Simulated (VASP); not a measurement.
# KCl in VASP: notebook

Runs on KCl. Level: PBE. Tasks: single point.

Everything below comes from runs of VASP 6.6.1. Logs are shortened: lines on timing, memory, paths and dates and some standing lists are left out, and cuts for length are marked.

**1. The cell of the first run**

Symmetry: I4/mmm, No. 139, tetragonal system. The conventional cell has a = 4.398 Å, b = 4.398 Å, c = 6.502 Å, α = 90.00°, β = 90.00°, γ = 90.00°. Within 4.1 Å of K (site symmetry 4/mmm) lie 6 Cl at 3.11 to 3.25 Å. Within 4.1 Å of Cl (site symmetry 4/mmm) lie 6 K at 3.11 to 3.25 Å.

**2. Single point, PBE (z stretched by +3 % at fixed volume)**

File INCAR:

```
SYSTEM = KCl
ALGO     = Normal         ! electronic algorithm
EDIFF    = 1E-7           ! SCF threshold, eV
ENCUT    = 520            ! plane-wave cutoff, eV
GGA      = PE             ! functional
ISIF     = 2              ! what is computed and relaxed
ISMEAR   = -1             ! smearing method
LASPH    = .TRUE.         ! aspherical terms in the spheres
LCHARG   = .FALSE.        ! write CHGCAR
LREAL    = .FALSE.        ! projectors in reciprocal space
LWAVE    = .FALSE.        ! write WAVECAR
NBANDS   = 15             ! bands
NELM     = 60             ! most SCF steps
PREC     = Accurate       ! precision mode
SIGMA    = 0.03           ! smearing width, eV
```

File KPOINTS:

```
k-points
0
G
  7 7 7
  0 0 0
```

File POSCAR:

```
KCl
1.0
    0.0000000000      3.1097977349      3.2507830000
    3.1097977349      0.0000000000      3.2507830000
    3.1097977349      3.1097977349      0.0000000000
K Cl
1 1
Direct
    0.0000000000      0.0000000000      0.0000000000
    0.5000000000      0.5000000000      0.5000000000
```

Potentials or basis: VASP PAW PBE potentials, release 64 (K_sv, Cl).

Started as:

```sh
> cat potpaw_PBE.64/K_sv/POTCAR potpaw_PBE.64/Cl/POTCAR > POTCAR
> mpirun -np 1 vasp_std > vasp.out
```

OUTCAR:

```text
SYSTEM = KCl
   EDIFF = 1E-7
   ENCUT = 520
   GGA = PE
   ISIF = 2
   ISMEAR = -1
   LASPH = .TRUE.
   LREAL = .FALSE.
   NELM = 60
   PREC = Accurate

 ion  position               nearest neighbor table
   1  0.000  0.000  0.000-   2 3.11   2 3.11   2 3.11   2 3.11
   2  0.500  0.500  0.500-   1 3.11   1 3.11   1 3.11   1 3.11

  LATTYP: Found a body centered tetragonal cell.
 ALAT       =     4.3979181329
 C/A-ratio  =     1.4783281097

  Lattice vectors:

 A1 = (  -3.1097977349,   0.0000000000,   3.2507830000)
 A2 = (   3.1097977349,   0.0000000000,   3.2507830000)
 A3 = (   0.0000000000,   3.1097977349,  -3.2507830000)

Analysis of symmetry for initial positions (statically):
=====================================================================
 Subroutine PRICEL returns:
 Original cell was already a primitive cell.

 Routine SETGRP: Setting up the symmetry group for a
 body centered tetragonal supercell.

 Subroutine GETGRP returns: Found 16 space group operations
 (whereof 16 operations were pure point group operations)
 out of a pool of 16 trial point group operations.

The static configuration has the point symmetry D_4h.

Analysis of symmetry for dynamics (positions and initial velocities):
=====================================================================
 Subroutine PRICEL returns:
 Original cell was already a primitive cell.

 Routine SETGRP: Setting up the symmetry group for a
 body centered tetragonal supercell.

 Subroutine GETGRP returns: Found 16 space group operations
 (whereof 16 operations were pure point group operations)
 out of a pool of 16 trial point group operations.

The dynamic configuration has the point symmetry D_4h.

 Subroutine INISYM returns: Found 16 space group operations
 (whereof 16 operations are pure point group operations),
 and found     1 'primitive' translations

----------------------------------------------------------------------------------------

                                     Primitive cell

  volume of cell :      62.8756

  direct lattice vectors                    reciprocal lattice vectors
     0.000000000  3.109797735  3.250783000    -0.160782161  0.160782161  0.153809098
     3.109797735  0.000000000  3.250783000     0.160782161 -0.160782161  0.153809098
     3.109797735  3.109797735  0.000000000     0.160782161  0.160782161 -0.153809098

  length of vectors
     4.498714490  4.498714490  4.397918133     0.274516020  0.274516020  0.274516020

  position of ions in fractional coordinates (direct lattice)
     0.000000000  0.000000000  0.000000000
     0.500000000  0.500000000  0.500000000

  ion indices of the primitive-cell ions
   primitive index   ion index
                 1           1
                 2           2

----------------------------------------------------------------------------------------

 KPOINTS: k-points

Automatic generation of k-mesh.
 Grid dimensions read from file:
 generate k-points for:    7    7    7

 Generating k-lattice:

  Cartesian coordinates                     Fractional coordinates (reciprocal lattice)
    -0.022968880  0.022968880  0.021972728     0.142857143  0.000000000  0.000000000
     0.022968880 -0.022968880  0.021972728     0.000000000  0.142857143  0.000000000
     0.022968880  0.022968880 -0.021972728     0.000000000  0.000000000  0.142857143

  Length of vectors
     0.039216574  0.039216574  0.039216574

  Shift w.r.t. Gamma in fractional coordinates (k-lattice)
     0.000000000  0.000000000  0.000000000

 Subroutine IBZKPT returns following result:
 ===========================================

 Found     40 irreducible k-points:

 Following reciprocal coordinates:
            Coordinates               Weight
  0.000000  0.000000  0.000000      1.000000
  0.142857  0.000000  0.000000      8.000000
  0.285714  0.000000  0.000000      8.000000
  0.428571  0.000000  0.000000      8.000000
  0.142857  0.142857  0.000000      2.000000
  0.285714  0.142857  0.000000      8.000000
[... 16 lines left out ...]
  0.428571  0.285714  0.142857      8.000000
 -0.428571  0.285714  0.142857     16.000000
 [... further k-points ...]
   k-points           NKPTS =     40   k-points in BZ     NKDIM =     40   number of bands    NBANDS=     15
   number of dos      NEDOS =    301   number of ions     NIONS =      2
   total plane-waves  NPLWV =  46656
   dimension x,y,z NGX =    36 NGY =   36 NGZ =   36
   dimension x,y,z NGXF=    72 NGYF=   72 NGZF=   72
   ions per type =               1   1
   NGX,Y,Z   is equivalent  to a cutoff of  13.30, 13.30, 13.61 a.u.
   NGXF,Y,Z  is equivalent  to a cutoff of  26.61, 26.61, 27.22 a.u.
 SYSTEM =  KCl
   PREC   = accura    normal or accurate (medium, high low for compatibility)
   ISTART =      0    job   : 0-new  1-cont  2-samecut
   ICHARG =      2    charge: 1-file 2-atom 10-const
   ISPIN  =      1    spin polarized calculation?
   LNONCOLLINEAR =      F non collinear calculations
   LSORBIT =      F    spin-orbit coupling
   LASPH  =      T    aspherical Exc in radial PAW
   ENCUT  =  520.0 eV  38.22 Ry    6.18 a.u.   8.36  8.36  8.18*2*pi/ulx,y,z
   NELM   =     60;   NELMIN=  2; NELMDL= -5     # of ELM steps
   EDIFF  = 0.1E-06   stopping-criterion for ELM
   LREAL  =      F    real-space projection
   EDIFFG = 0.1E-05   stopping-criterion for IOM
   NSW    =      0    number of steps for IOM
   IBRION =     -1    ionic relax: 0-MD 1-quasi-New 2-CG
   NFREE  =      0    steps in history (QN), initial steepest desc. (CG)
   ISIF   =      2    stress and relaxation
   ISYM   =      2    0-nonsym 1-usesym 2-fastsym
   POTIM  = 0.5000    time-step for ionic-motion
   TEBEG  =    0.0;   TEEND  =   0.0 temperature during run
   PSTRESS=    0.0 pullay stress
   NELECT =      16.0000    total number of electrons
   NUPDOWN=      -1.0000    fix difference up-down
   EMIN   =  10.00;   EMAX   =-10.00  energy-range for DOS
   EFERMI =   0.00;   METHOD = LEGACY
   ISMEAR =    -1;   SIGMA  =   0.03  broadening in eV -4-tet -1-fermi 0-gaus
   EFERMI_NEDOS =   21; number of points for ismear=-14 and -15
   IALGO  =     38    algorithm
   IMIX   =      4    mixing-type and parameters
     AMIX     =   0.40;   BMIX     =  1.00
     AMIX_MAG =   1.60;   BMIX_MAG =  1.00
  volume/ion in A,a.u.               =      31.44       212.15
  Fermi-wavevector in a.u.,A,eV,Ry     =   1.037419  1.960437 14.643101  1.076238
  Thomas-Fermi vector in A             =   2.171856
   LORBIT       =      0    0 simple, 1 ext, 2 COOP (PROOUT), +10 PAW based schemes
   GGA     = PE    functional components
   LHFCALC =     F    Hartree Fock is set to
   AEXX    =    0.0000 exact exchange contribution
   IVDW    =     0    specifies the selected vdW correction
   LEPSILON=     F    determine dielectric tensor
   LRPA    =     F    only Hartree local field effects (RPA)
 non-spin polarized calculation
  energy-cutoff  :      520.00
  volume of cell :       62.88
 maximum number of plane-waves:      1721
 NGX is ok and might be reduce to    36
   NGX = 17   NGY = 17   NGZ = 17

 number of electron      16.0000000 magnetization

 Free energy of the ion-electron system (eV)
  ---------------------------------------------------
  ext. energy  EPLUGINS =         0.00000000
  ---------------------------------------------------
  free energy    TOTEN  =        -6.79764323 eV

  energy without entropy =       -6.79764323  energy(sigma->0) =       -6.79764323

 E-fermi :  -1.2679     XC(G=0):  -7.4990

 val. band max:       -1.8692859546   @ k =   0.0000   0.0000   0.0000
 cond. band min:       3.2707234633   @ k =   0.0000   0.0000   0.0000
 fundamental gap:      5.1400094179
 Fermi energy:        -1.2678555006

 k-point     1 :       0.0000    0.0000    0.0000
  band No.  band energies     occupation
      1     -29.0933      2.00000
      2     -13.9883      2.00000
      3     -12.5591      2.00000
      4     -12.5535      2.00000
      5     -12.5535      2.00000
      6      -1.8950      2.00000
      7      -1.8693      2.00000
      8      -1.8693      2.00000
      9       3.2707      0.00000
     10       6.3187      0.00000
     11       6.5946      0.00000
     12       6.5946      0.00000
     13       7.2816      0.00000
     14       7.4706      0.00000
     15      11.0832      0.00000

 k-point     2 :       0.1429    0.0000    0.0000
  band No.  band energies     occupation
      1     -29.0914      2.00000
      2     -14.0284      2.00000
      3     -12.5613      2.00000
      4     -12.5539      2.00000
      5     -12.5038      2.00000
      6      -2.1154      2.00000
      7      -1.9492      2.00000
      8      -1.9349      2.00000
      9       3.7446      0.00000
     10       6.3342      0.00000
     11       6.6937      0.00000
     12       6.8398      0.00000
     13       7.5489      0.00000
     14       7.7520      0.00000
     15      11.7963      0.00000

 k-point     3 :       0.2857    0.0000    0.0000
  band No.  band energies     occupation
      1     -29.0871      2.00000
      2     -14.1102      2.00000
      3     -12.5683      2.00000
      4     -12.5548      2.00000
      5     -12.3977      2.00000
      6      -2.5676      2.00000
      7      -2.0829      2.00000
      8      -2.0758      2.00000
      9       4.7891      0.00000
     10       6.3023      0.00000
     11       7.3886      0.00000
     12       7.5269      0.00000
     13       8.2609      0.00000
     14       8.5057      0.00000
     15      11.2615      0.00000
[... 343 lines left out ...]
 k-point    23 :       0.4286    0.2857    0.1429
  band No.  band energies     occupation
      1     -29.0848      2.00000
      2     -14.0510      2.00000
      3     -12.5973      2.00000
      4     -12.5833      2.00000
      5     -12.4515      2.00000
      6      -2.5882      2.00000
      7      -2.1411      2.00000
      8      -2.0909      2.00000
      9       5.4659      0.00000
     10       5.6648      0.00000
     11       8.0863      0.00000
     12       8.0972      0.00000
     13       8.4654      0.00000
     14       8.7977      0.00000
     15       9.9600      0.00000

 k-point    24 :      -0.4286    0.2857    0.1429
  band No.  band energies     occupation
      1     -29.0820      2.00000
      2     -14.0680      2.00000
      3     -12.6156      2.00000
      4     -12.5981      2.00000
      5     -12.4120      2.00000
      6      -2.6501      2.00000
      7      -2.2682      2.00000
      8      -2.1969      2.00000
      9       5.9388      0.00000
     10       6.2992      0.00000
     11       7.9110      0.00000
     12       8.3153      0.00000
     13       8.8883      0.00000
     14       9.5285      0.00000
     15       9.8573      0.00000

 [... further k-points ...]

------------------------ aborting loop because EDIFF is reached ----------------------------------------

  FORCE on cell =-STRESS in cart. coord.  units (eV):
  Direction    XX          YY          ZZ          XY          YZ          ZX
  --------------------------------------------------------------------------------------
  -------------------------------------------------------------------------------------
  Total        0.4700577      0.4700577     -0.1157694      0.0000000      0.0000000      0.0000000
  in kB       11.9778661     11.9778661     -2.9499995      0.0000000      0.0000000      0.0000000
  external PRESSURE =       7.0019109 kB  Pullay stress =       0.0000000 kB

 VOLUME and BASIS-vectors are now :
 -----------------------------------------------------------------------------
  energy-cutoff  :      520.00
  volume of cell :       62.88
      direct lattice vectors                 reciprocal lattice vectors
     0.000000000  3.109797735  3.250783000    -0.160782161  0.160782161  0.153809098
     3.109797735  0.000000000  3.250783000     0.160782161 -0.160782161  0.153809098
     3.109797735  3.109797735  0.000000000     0.160782161  0.160782161 -0.153809098

 POSITION                                       TOTAL-FORCE (eV/Angst)
 -----------------------------------------------------------------------------------
      0.00000      0.00000      0.00000        -0.000000     -0.000000      0.000000
      3.10980      3.10980      3.25078         0.000000      0.000000      0.000000
 -----------------------------------------------------------------------------------
    total drift:                                0.000000      0.000000      0.000000

  FREE ENERGIE OF THE ION-ELECTRON SYSTEM (eV)
  ---------------------------------------------------
  free  energy   TOTEN  =        -6.7976432326 eV

  energy  without entropy=       -6.7976432325  energy(sigma->0) =       -6.79764323
```

It took 33 s on 1 thread of Intel Xeon Platinum 8375C at 2.90GHz (Ice Lake), shared host; peak memory 0.21 GiB.

Results:

| Quantity | Value |
| --- | --- |
| Free energy | -6.7976 eV |
| Pressure | 0.7 GPa |
| Band gap on the k mesh | 5.14 eV |

Stress tensor (GPa, compression positive):
```
 1.20  0.00  0.00
 0.00  1.20  0.00
 0.00  0.00 -0.29
```

Levels at points of the mesh, in eV from the valence-band top:
```tsv
k point	band 4	band 5	band 6	band 7	band 8	band 9	band 10	band 11	band 12	band 13
(0.00, 0.00, 0.00)	-10.68	-10.68	-0.03	0.00	0.00	5.14	8.19	8.46	8.46	9.15
```

Caveat: an odd mesh through Γ misses points on the zone boundary, where band edges can lie.

**3. Single point, PBE (equal xy, yz and zx shear strains of -3 %)**

File INCAR:

```
ALGO = Normal ; EDIFF = 1E-6
ENCUT = 520 ; GGA = PE
ISIF = 2 ; ISMEAR = -1
LASPH = True ; LCHARG = False
LREAL = False ; LWAVE = False
NBANDS = 15 ; NELM = 60
PREC = Accurate ; SIGMA = 0.03
```

File KPOINTS:

```
k-points
0
Gamma
  7 7 7
```

File POSCAR:

```
KCl
1.0
   -0.0946830000      3.1087585000      3.1087585000
    3.1087585000     -0.0946830000      3.1087585000
    3.1087585000      3.1087585000     -0.0946830000
K Cl
1 1
Direct
    0.0000000000      0.0000000000      0.0000000000
    0.5000000000      0.5000000000      0.5000000000
```

Potentials or basis: VASP PAW PBE potentials, release 64 (K_sv, Cl).

Started as:

```sh
> cat potpaw_PBE.64/K_sv/POTCAR potpaw_PBE.64/Cl/POTCAR > POTCAR
> mpirun -np 1 vasp_std > vasp.out
```

Wall time 30 s (1 thread of Intel Xeon Platinum 8375C at 2.90GHz (Ice Lake), shared host); peak memory 0.21 GiB.

It converged, with:

* Free energy: -6.8031 eV
* Pressure: 0.6 GPa
* Band gap on the k mesh: 5.09 eV

Stress tensor (GPa, compression positive):
```
0.60 0.17 0.17
0.17 0.60 0.17
0.17 0.17 0.60
```

Levels at points of the mesh, in eV from the valence-band top:
```
           k point  band 6  band 7  band 8  band 9  band 10  band 11
(0.00, 0.00, 0.00)   -0.08   -0.08    0.00    5.09     8.19     8.19
```

Caveat: the cell differs from its parent crystal (equal xy, yz and zx shear strains of -3 %); an odd mesh through Γ misses points on the zone boundary, where band edges can lie.
